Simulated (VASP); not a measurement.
# Co (Pm-3m) in VASP: notebook

Co is run at these levels: RPBE; tasks: single point.

All numbers are computed with VASP 6.6.1; they aren't measurements. Logs are shortened: lines on timing, memory, paths and dates and some standing lists are left out, and cuts for length are marked.

### 1 The cell of the first run

The structure is cubic, space group Pm-3m (No. 221). The conventional cell has a = 2.207 Å, b = 2.207 Å, c = 2.207 Å, α = 90.00°, β = 90.00°, γ = 90.00°. Within 2.9 Å of Co (site symmetry m-3m) lie 6 Co at 2.21 Å.

This isn't the form of Co at room conditions, which is hcp.

### 2 Single point, RPBE, collinear spin, ferromagnetic start (10.74 Å³/atom)

Input file INCAR:

```
SYSTEM = Co
PREC = Accurate
ENCUT = 520
EDIFF = 1E-6
ISMEAR = -1
SIGMA = 0.05
LREAL = .FALSE.
LASPH = .TRUE.
NELM = 150
ALGO = Normal
ISIF = 2
LWAVE = .FALSE.
LCHARG = .FALSE.
ISPIN = 2
MAGMOM = 1.848 1.848
LORBIT = 11
LMAXMIX = 4
GGA = RP
NBANDS = 20
```

Input file KPOINTS:

```
Automatic mesh
0
G
  13 13 13
  0 0 0
```

Input file POSCAR:

```
Co
1.0
    0.0000000000      2.2066391896      2.2066391896
    2.2066391896      0.0000000000      2.2066391896
    2.2066391896      2.2066391896      0.0000000000
Co
2
Direct
    0.0000000000      0.0000000000      0.0000000000
    0.5000000000      0.5000000000      0.5000000000
```

Potentials or basis: VASP PAW PBE potentials, release 64 (Co).

On the command line:

```sh
$ cat potpaw_PBE.64/Co/POTCAR > POTCAR
$ mpirun -np 1 vasp_std > vasp.out
```

OUTCAR:

```text
SYSTEM = Co
   PREC = Accurate
   ENCUT = 520
   EDIFF = 1E-6
   ISMEAR = -1
   LREAL = .FALSE.
   LASPH = .TRUE.
   NELM = 150
   ISIF = 2
   ISPIN = 2
   LORBIT = 11
   GGA = RP

 ion  position               nearest neighbor table
   1  0.000  0.000  0.000-   2 2.21   2 2.21   2 2.21   2 2.21   2 2.21   2 2.21
   2  0.500  0.500  0.500-   1 2.21   1 2.21   1 2.21   1 2.21   1 2.21   1 2.21

  LATTYP: Found a face centered cubic cell.
 ALAT       =     4.4132783792

  Lattice vectors:

 A1 = (   0.0000000000,   2.2066391896,   2.2066391896)
 A2 = (   2.2066391896,   0.0000000000,   2.2066391896)
 A3 = (   2.2066391896,   2.2066391896,   0.0000000000)

Analysis of symmetry for initial positions (statically):
=====================================================================
 Subroutine PRICEL returns following result:

  LATTYP: Found a simple cubic cell.
 ALAT       =     2.2066391896

  Lattice vectors:

 A1 = (  -2.2066391896,   0.0000000000,   0.0000000000)
 A2 = (   0.0000000000,   0.0000000000,   2.2066391896)
 A3 = (   0.0000000000,   2.2066391896,   0.0000000000)

   2 primitive cells build up your supercell.

 Routine SETGRP: Setting up the symmetry group for a
 face centered cubic supercell.

 Subroutine GETGRP returns: Found 48 space group operations
 (whereof 48 operations were pure point group operations)
 out of a pool of 48 trial point group operations.

The static configuration has the point symmetry O_h .

Analysis of symmetry for dynamics (positions and initial velocities):
=====================================================================
 Subroutine PRICEL returns following result:

  LATTYP: Found a simple cubic cell.
 ALAT       =     2.2066391896

  Lattice vectors:

 A1 = (  -2.2066391896,   0.0000000000,   0.0000000000)
 A2 = (   0.0000000000,   0.0000000000,   2.2066391896)
 A3 = (   0.0000000000,   2.2066391896,   0.0000000000)

   2 primitive cells build up your supercell.

 Routine SETGRP: Setting up the symmetry group for a
 face centered cubic supercell.

 Subroutine GETGRP returns: Found 48 space group operations
 (whereof 48 operations were pure point group operations)
 out of a pool of 48 trial point group operations.

The dynamic configuration has the point symmetry O_h .

Analysis of structural, dynamic, and magnetic symmetry:
=====================================================================
 Subroutine PRICEL returns following result:

  LATTYP: Found a simple cubic cell.
 ALAT       =     2.2066391896

  Lattice vectors:

 A1 = (  -2.2066391896,   0.0000000000,   0.0000000000)
 A2 = (   0.0000000000,   0.0000000000,   2.2066391896)
 A3 = (   0.0000000000,   2.2066391896,   0.0000000000)

   2 primitive cells build up your supercell.

 Routine SETGRP: Setting up the symmetry group for a
 face centered cubic supercell.

 Subroutine GETGRP returns: Found 48 space group operations
 (whereof 48 operations were pure point group operations)
 out of a pool of 48 trial point group operations.

The overall configuration has the point symmetry O_h .

 Subroutine INISYM returns: Found 48 space group operations
 (whereof 48 operations are pure point group operations),
 and found     2 'primitive' translations

----------------------------------------------------------------------------------------

                                     Primitive cell

  volume of cell :      10.7447

  direct lattice vectors                    reciprocal lattice vectors
    -2.206639190  0.000000000  0.000000000    -0.453177848  0.000000000  0.000000000
     0.000000000  0.000000000  2.206639190     0.000000000  0.000000000  0.453177848
     0.000000000  2.206639190  0.000000000     0.000000000  0.453177848  0.000000000

  length of vectors
     2.206639190  2.206639190  2.206639190     0.453177848  0.453177848  0.453177848

  position of ions in fractional coordinates (direct lattice)
     0.000000000  0.000000000  0.000000000

  ion indices of the primitive-cell ions
   primitive index   ion index
                 1           1

----------------------------------------------------------------------------------------

 KPOINTS: Automatic mesh

Automatic generation of k-mesh.
 Grid dimensions read from file:
 generate k-points for:   13   13   13

 Generating k-lattice:

  Cartesian coordinates                     Fractional coordinates (reciprocal lattice)
    -0.017429917  0.017429917  0.017429917     0.076923077  0.000000000  0.000000000
     0.017429917 -0.017429917  0.017429917     0.000000000  0.076923077  0.000000000
     0.017429917  0.017429917 -0.017429917     0.000000000  0.000000000  0.076923077

  Length of vectors
     0.030189502  0.030189502  0.030189502

  Shift w.r.t. Gamma in fractional coordinates (k-lattice)
     0.000000000  0.000000000  0.000000000

 Subroutine IBZKPT returns following result:
 ===========================================

 Found     84 irreducible k-points:

 Following reciprocal coordinates:
            Coordinates               Weight
  0.000000  0.000000  0.000000      1.000000
  0.076923  0.000000  0.000000      8.000000
  0.153846  0.000000  0.000000      8.000000
  0.230769  0.000000  0.000000      8.000000
  0.307692  0.000000  0.000000      8.000000
  0.384615  0.000000  0.000000      8.000000
[... 16 lines left out ...]
  0.384615  0.153846  0.000000     24.000000
  0.461538  0.153846  0.000000     24.000000
 [... further k-points ...]
   k-points           NKPTS =     84   k-points in BZ     NKDIM =     84   number of bands    NBANDS=     20
   number of dos      NEDOS =    301   number of ions     NIONS =      2
   total plane-waves  NPLWV =  13824
   dimension x,y,z NGX =    24 NGY =   24 NGZ =   24
   dimension x,y,z NGXF=    48 NGYF=   48 NGZF=   48
   ions per type =               2
   NGX,Y,Z   is equivalent  to a cutoff of  12.79, 12.79, 12.79 a.u.
   NGXF,Y,Z  is equivalent  to a cutoff of  25.57, 25.57, 25.57 a.u.
 SYSTEM =  Co
   PREC   = accura    normal or accurate (medium, high low for compatibility)
   ISTART =      0    job   : 0-new  1-cont  2-samecut
   ICHARG =      2    charge: 1-file 2-atom 10-const
   ISPIN  =      2    spin polarized calculation?
   LNONCOLLINEAR =      F non collinear calculations
   LSORBIT =      F    spin-orbit coupling
   LASPH  =      T    aspherical Exc in radial PAW
   ENCUT  =  520.0 eV  38.22 Ry    6.18 a.u.   5.80  5.80  5.80*2*pi/ulx,y,z
   NELM   =    150;   NELMIN=  2; NELMDL= -5     # of ELM steps
   EDIFF  = 0.1E-05   stopping-criterion for ELM
   LREAL  =      F    real-space projection
   EDIFFG = 0.1E-04   stopping-criterion for IOM
   NSW    =      0    number of steps for IOM
   IBRION =     -1    ionic relax: 0-MD 1-quasi-New 2-CG
   NFREE  =      0    steps in history (QN), initial steepest desc. (CG)
   ISIF   =      2    stress and relaxation
   ISYM   =      2    0-nonsym 1-usesym 2-fastsym
   POTIM  = 0.5000    time-step for ionic-motion
   TEBEG  =    0.0;   TEEND  =   0.0 temperature during run
   PSTRESS=    0.0 pullay stress
   NELECT =      18.0000    total number of electrons
   NUPDOWN=      -1.0000    fix difference up-down
   EMIN   =  10.00;   EMAX   =-10.00  energy-range for DOS
   EFERMI =   0.00;   METHOD = LEGACY
   ISMEAR =    -1;   SIGMA  =   0.05  broadening in eV -4-tet -1-fermi 0-gaus
   EFERMI_NEDOS =   21; number of points for ismear=-14 and -15
   IALGO  =     38    algorithm
   IMIX   =      4    mixing-type and parameters
     AMIX     =   0.40;   BMIX     =  1.00
     AMIX_MAG =   1.60;   BMIX_MAG =  1.00
  volume/ion in A,a.u.               =      10.74        72.51
  Fermi-wavevector in a.u.,A,eV,Ry     =   1.543208  2.916239 32.402132  2.381490
  Thomas-Fermi vector in A             =   2.648903
   LORBIT       =     11    0 simple, 1 ext, 2 COOP (PROOUT), +10 PAW based schemes
   GGA     = RP    functional components
   LHFCALC =     F    Hartree Fock is set to
   AEXX    =    0.0000 exact exchange contribution
   IVDW    =     0    specifies the selected vdW correction
   LEPSILON=     F    determine dielectric tensor
   LRPA    =     F    only Hartree local field effects (RPA)
 spin polarized calculation
  energy-cutoff  :      520.00
  volume of cell :       21.49
 maximum number of plane-waves:       589
   NGX = 11   NGY = 11   NGZ = 11

 number of electron      17.9999986 magnetization       3.0406157

 Free energy of the ion-electron system (eV)
  ---------------------------------------------------
  ext. energy  EPLUGINS =         0.00000000
  ---------------------------------------------------
  free energy    TOTEN  =       -11.08722098 eV

  energy without entropy =      -11.06508056  energy(sigma->0) =      -11.07615077

 E-fermi :  10.8683     XC(G=0): -13.2545

 val. band max:       10.8656414123   @ k =  -0.4615   0.3846   0.0000
 cond. band min:      10.8782272037   @ k =   0.3846   0.2308   0.0769
 fundamental gap:      0.0125857914
 Fermi energy:        10.8683399858

 spin component 1

 k-point     1 :       0.0000    0.0000    0.0000
  band No.  band energies     occupation
      1       1.6754      1.00000
      2       5.9545      1.00000
      3       5.9545      1.00000
      4       6.0985      1.00000
      5       6.0985      1.00000
      6       6.0985      1.00000
[... 12 lines left out ...]
     19      32.0693      0.00000
[... 513 lines left out ...]
      4       7.5951      1.00000
      5       7.6244      1.00000
      6       8.0964      1.00000
[... 12 lines left out ...]
     19      33.1168      0.00000
     20      39.4561      0.00000

 [... further k-points ...]

 spin component 2

 k-point     1 :       0.0000    0.0000    0.0000
  band No.  band energies     occupation
      1       1.7922      1.00000
      2       6.9857      1.00000
      3       6.9857      1.00000
      4       7.5686      1.00000
      5       7.5686      1.00000
      6       7.5686      1.00000
[... 12 lines left out ...]
     19      32.3951      0.00000
[... 513 lines left out ...]
      4       8.7177      1.00000
      5       8.8497      1.00000
      6       9.6815      1.00000
[... 12 lines left out ...]
     19      33.4980      0.00000
     20      39.7496      0.00000

 [... further k-points ...]

------------------------ aborting loop because EDIFF is reached ----------------------------------------

  FORCE on cell =-STRESS in cart. coord.  units (eV):
  Direction    XX          YY          ZZ          XY          YZ          ZX
  --------------------------------------------------------------------------------------
  -------------------------------------------------------------------------------------
  Total        5.1920284      5.1920284      5.1920284     -0.0000000     -0.0000000      0.0000000
  in kB      387.1004391    387.1004391    387.1004391     -0.0000000     -0.0000000      0.0000000
  external PRESSURE =     387.1004391 kB  Pullay stress =       0.0000000 kB

 VOLUME and BASIS-vectors are now :
 -----------------------------------------------------------------------------
  energy-cutoff  :      520.00
  volume of cell :       21.49
      direct lattice vectors                 reciprocal lattice vectors
     0.000000000  2.206639190  2.206639190    -0.226588924  0.226588924  0.226588924
     2.206639190  0.000000000  2.206639190     0.226588924 -0.226588924  0.226588924
     2.206639190  2.206639190  0.000000000     0.226588924  0.226588924 -0.226588924

 POSITION                                       TOTAL-FORCE (eV/Angst)
 -----------------------------------------------------------------------------------
      0.00000      0.00000      0.00000        -0.000000     -0.000000     -0.000000
      2.20664      2.20664      2.20664         0.000000      0.000000      0.000000
 -----------------------------------------------------------------------------------
    total drift:                                0.000000     -0.000000      0.000000

  FREE ENERGIE OF THE ION-ELECTRON SYSTEM (eV)
  ---------------------------------------------------
  free  energy   TOTEN  =       -11.0872209770 eV

  energy  without entropy=      -11.0650805555  energy(sigma->0) =      -11.07615077

 total charge

# of ion       s       p       d       tot
------------------------------------------
    1        0.559   0.523   7.411   8.493
    2        0.559   0.523   7.411   8.493
--------------------------------------------------
tot          1.118   1.047  14.822  16.986

 magnetization (x)

# of ion       s       p       d       tot
------------------------------------------
    1        0.007  -0.005   1.516   1.518
    2        0.007  -0.005   1.516   1.518
--------------------------------------------------
tot          0.014  -0.010   3.032   3.036
```

Wall time 60 s (1 thread of AMD EPYC 7R13 (Zen 3), shared host); peak memory 0.15 GiB.

What came out:

- Free energy: -11.0872 eV
- Pressure: 38.7 GPa
- Net moment: 3.04 μB per cell
- Site moments: Co +1.52 μB
- Valence electrons inside the program's atomic spheres: Co 8.49

Levels at points of the mesh, in eV from the Fermi level:
Spin up:
```
           k point  band 8  band 9  band 10  band 11  band 12  band 13
(0.00, 0.00, 0.00)   -0.70   -0.70     0.72     0.72    13.45    13.60
```
Spin down:
| k point | band 3 | band 4 | band 5 | band 6 | band 7 | band 8 | band 9 | band 10 | band 11 | band 12 |
| --- | --- | --- | --- | --- | --- | --- | --- | --- | --- | --- |
| (0.00, 0.00, 0.00) | -3.88 | -3.30 | -3.30 | -3.30 | 1.33 | 1.33 | 1.33 | 2.11 | 2.11 | 13.21 |

Caveat: the cell stands under pressure; the PAW data sets were made with another functional, which shifts forces and pressure a little.

### 3 Single point, RPBE (11.28 Å³/atom)

Input file INCAR:

```
SYSTEM = Co
ALGO = Normal
EDIFF = 1E-6
ENCUT = 690
GGA = RP
GGA_COMPAT = .FALSE.
ISIF = 2
ISMEAR = -1
LASPH = .TRUE.
LCHARG = .FALSE.
LREAL = .FALSE.
LWAVE = .FALSE.
NBANDS = 14
NELM = 120
PREC = Accurate
SIGMA = 0.1
```

Input file KPOINTS:

```
k-points
0
G
  15 15 15
  0 0 0
```

Input file POSCAR:

```
Co
1.0
    2.2425685048      0.0000000000      0.0000000000
    0.0000000000      2.2425685048      0.0000000000
    0.0000000000      0.0000000000      2.2425685048
Co
1
Direct
    0.0000000000      0.0000000000      0.0000000000
```

Potentials or basis: VASP PAW PBE potentials, release 64 (Co_sv).

On the command line:

```sh
$ cat potpaw_PBE.64/Co_sv/POTCAR > POTCAR
$ mpirun -np 1 vasp_std > vasp.out
```

OUTCAR:

```text
SYSTEM = Co
   EDIFF = 1E-6
   ENCUT = 690
   GGA = RP
   ISIF = 2
   ISMEAR = -1
   LASPH = .TRUE.
   LREAL = .FALSE.
   NELM = 120
   PREC = Accurate

 ion  position               nearest neighbor table
   1  0.000  0.000  0.000-

  LATTYP: Found a simple cubic cell.
 ALAT       =     2.2425685048

  Lattice vectors:

 A1 = (   2.2425685048,   0.0000000000,   0.0000000000)
 A2 = (   0.0000000000,   2.2425685048,   0.0000000000)
 A3 = (   0.0000000000,   0.0000000000,   2.2425685048)

[... 584 lines left out ...]
     13      37.3358      0.00000
     14      38.4260      0.00000

 [... further k-points ...]

------------------------ aborting loop because EDIFF is reached ----------------------------------------

  FORCE on cell =-STRESS in cart. coord.  units (eV):
  Direction    XX          YY          ZZ          XY          YZ          ZX
  --------------------------------------------------------------------------------------
  -------------------------------------------------------------------------------------
  Total        1.1112274      1.1112274      1.1112274      0.0000000     -0.0000000      0.0000000
  in kB      157.8615466    157.8615466    157.8615466      0.0000000     -0.0000000      0.0000000
  external PRESSURE =     157.8615466 kB  Pullay stress =       0.0000000 kB

 VOLUME and BASIS-vectors are now :
 -----------------------------------------------------------------------------
  energy-cutoff  :      690.00
  volume of cell :       11.28
      direct lattice vectors                 reciprocal lattice vectors
     2.242568505  0.000000000  0.000000000     0.445917259  0.000000000  0.000000000
     0.000000000  2.242568505  0.000000000     0.000000000  0.445917259  0.000000000
     0.000000000  0.000000000  2.242568505     0.000000000  0.000000000  0.445917259

 POSITION                                       TOTAL-FORCE (eV/Angst)
 -----------------------------------------------------------------------------------
      0.00000      0.00000      0.00000         0.000000      0.000000      0.000000
 -----------------------------------------------------------------------------------
    total drift:                                0.000000      0.000000      0.000000

  FREE ENERGIE OF THE ION-ELECTRON SYSTEM (eV)
  ---------------------------------------------------
  free  energy   TOTEN  =        -5.5339567936 eV

  energy  without entropy=       -5.4455718283  energy(sigma->0) =       -5.48976431
```

OSZICAR:

```text
N       E                     dE             d eps       ncg     rms          rms(c)
DAV:   1     0.187265076975E+03    0.18727E+03   -0.10800E+04  3766   0.379E+03
DAV:   2    -0.203067266971E-01   -0.18729E+03   -0.17740E+03  4666   0.737E+02
DAV:   3    -0.625853680890E+01   -0.62382E+01   -0.61468E+01  4316   0.124E+02
DAV:   4    -0.636962625529E+01   -0.11109E+00   -0.11105E+00  4294   0.145E+01
DAV:   5    -0.637413072342E+01   -0.45045E-02   -0.45044E-02  4558   0.306E+00    0.968E+00
DAV:   6    -0.580575869457E+01    0.56837E+00   -0.44226E+00  3828   0.793E+01    0.679E+00
DAV:   7    -0.553935412606E+01    0.26640E+00   -0.83105E-01  4002   0.344E+01    0.125E+00
DAV:   8    -0.553426299616E+01    0.50911E-02   -0.10013E-02  3774   0.240E+00    0.451E-01
DAV:   9    -0.553393001851E+01    0.33298E-03   -0.15756E-03  4814   0.131E+00    0.403E-02
DAV:  10    -0.553395620231E+01   -0.26184E-04   -0.55100E-05  4404   0.120E-01    0.133E-02
DAV:  11    -0.553395679356E+01   -0.59125E-06   -0.57718E-06  4500   0.709E-02
   1 F= -.55339568E+01 E0= -.54897643E+01  d E =-.883850E-01
```

It took 12 s on 1 thread of Intel Xeon Platinum 8488C (Sapphire Rapids), shared host; peak memory 0.14 GiB.

What came out:

- Free energy: -5.5340 eV
- Pressure: 15.8 GPa
- Band gap on the k mesh: zero (an odd number of electrons rules out a gap without spin polarisation)

Caveat: the cell stands under pressure; the PAW data sets were made with another functional, which shifts forces and pressure a little; the run has no spin polarisation, though such a crystal can be magnetic.
